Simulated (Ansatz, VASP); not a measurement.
# One calculation of Si, two programs

INCAR

```
PREC = Accurate
ENCUT = 520
EDIFF = 1E-6
ISMEAR = 0
SIGMA = 0.05
LREAL = False
LASPH = True
NELM = 60
ALGO = Normal
ISIF = 2
LWAVE = False
LCHARG = False
GGA = PE
NBANDS = 11
```

The input KPOINTS:

```
regular mesh
0
Gamma
  8 8 8
```

POSCAR

```
Si
1.0
    0.0000000000      2.9399973081      2.9263229020
    2.3383234404      0.0000000000      2.9263229020
    2.3383234404      2.9399973081      0.0000000000
Si
2
Direct
    0.5000000000      0.5000000000      0.5000000000
    0.7500000000      0.7500000000      0.7500000000
```

Input for Ansatz:

```yaml
crystal:
  lattice:
    - [0.0, 2.9399973081, 2.926322902]
    - [2.3383234404, 0.0, 2.926322902]
    - [2.3383234404, 2.9399973081, 0.0]
  atoms:
    - { symbol: Si, position: [0.5, 0.5, 0.5] }
    - { symbol: Si, position: [0.75, 0.75, 0.75] }
basis:
  ecutwfc: 420
kpoints:
  mp_grid: { grid: [8, 8, 8] }
hamiltonian:
  xc: pbe
scf:
  occupations: { method: gaussian, width: 0.05 }
output:
  forces: true
  stress: true
  eigenvalues: true
```

Change from the starting cell: strain +e along x and -e along y -0.1100, strain +e along z and -e/2 along x and y +0.0700.

Alike in both runs: task single point; functional PBE; k mesh 8 × 8 × 8; occupations gaussian, width 0.05 eV; no spin polarisation.

|  | VASP | Ansatz |
| --- | --- | --- |
| version | VASP 6.6.1 | Ansatz 0.2.0 |
| potentials or method | VASP PAW PBE potentials, release 64 (Si), cutoff 520 eV | scalar-relativistic, plane waves, PAW |
| valence electrons in the cell | 8 | 8 |

|  | VASP | Ansatz | Ansatz less VASP |
| --- | --- | --- | --- |
| gap on the k mesh at the Fermi level (eV) | none | none | - |
| pressure (GPa) | -0.7 | -0.6 | +0.07 |
| traceless stress, the component that is largest in VASP (GPa) | 8.05 | 8.01 | -0.035 |

A gap of «none» marks a metal or a gap that the smearing closes.
